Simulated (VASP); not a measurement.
Crystal: HfBiO.

```
Hf Bi O
1.0
     3.77975    0.00000    0.00000
     0.00000    3.77975    0.00000
     0.00000    0.00000    3.84983
Hf Bi O
1 1 1
Cartesian
  1.8899 1.8899 0.0000
  1.8899 1.8899 1.9249
  0.0000 0.0000 0.0000
```

```yaml
Program: VASP 6.6.1
Task: relaxation of cell and atoms
Functional: PBE
Potentials_or_basis: VASP PAW PBE potentials, release 64 (Hf_pv, Bi_d, O)
Cutoff: 600 eV
k_mesh: 4 × 4 × 4
Occupations: gaussian, width 0.1 eV
Spin: no spin polarisation
```

At the start: pressure 112.6 GPa; volume 18.33 Å³/atom.

**Question.** How do energy, volume and symmetry change on relaxing?

**Answer.** Over 11 steps the energy falls by 7597.9 meV/atom and the volume is 19.09 Å³/atom (+4.1 %); space group P4/mmm (No. 123, to 0.05 Å).

Step by step:
```
step  energy change (eV)  largest force (eV/Å)  pressure (GPa)  volume (Å³)
   1              0.0000                0.0000          112.60        55.00
   2             31.9006                0.0000         -104.92       127.69
   3            -15.1710                0.0000          -37.13        98.75
   4            -18.6244                0.0000          -28.31        90.06
   5            -20.3729                0.0000          -22.80        81.64
   6            -19.0655                0.0000            1.70        68.95
   7            -20.6770                0.0000          -19.19        78.18
   8            -20.6921                0.0000          -16.91        76.57
   9            -20.6973                0.0000          -17.53        76.97
  10            -22.7146                0.0000            7.33        54.65
  11            -22.7938                0.0000            0.17        57.28
```

Final structure:
```yaml
crystal:
  lattice:
    - [3.14525, 0.00000, 0.00000]
    - [0.00000, 3.14525, 0.00000]
    - [0.00000, 0.00000, 5.79025]
  atoms:
    - { symbol: Hf, position: [0.50000, 0.50000, 0.00000] }
    - { symbol: Bi, position: [0.50000, 0.50000, 0.50000] }
    - { symbol: O, position: [0.00000, 0.00000, 0.00000] }
```

Caveat: the k points lie up to 0.50 Å⁻¹ apart in the final cell; an odd number of electrons without spin polarisation forces a metal; a magnetic or distorted state may lie lower.
